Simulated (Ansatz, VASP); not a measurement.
## PbS in VASP and in Ansatz

```
Pb S
1.0
     3.63395    0.00000    0.00000
     0.00000    3.63395    0.00000
     0.00000    0.00000    3.63395
Pb S
1 1
Cartesian
  0.0000 0.0000 0.0000
  1.8170 1.8170 1.8170
```

Alike in both runs: task single point; functional PBE; dispersion D3(BJ); k mesh 10 × 10 × 10; occupations gaussian, width 0.05 eV; no spin polarisation.

|  | VASP | Ansatz |
| --- | --- | --- |
| version | VASP 6.6.1 | Ansatz 0.2.0 |
| potentials or method | VASP PAW PBE potentials, release 64 (Pb_d, S), cutoff 520 eV | scalar-relativistic, plane waves, PAW |
| valence electrons in the cell | 20 | 20 |

```tsv
	VASP	Ansatz	Ansatz less VASP
gap on the k mesh at the Fermi level (eV)	none	none	-
pressure (GPa)	-1.6	-1.6	+0.07
```

A gap of «none» marks a metal or a gap that the smearing closes.

Spin-orbit coupling is off throughout.
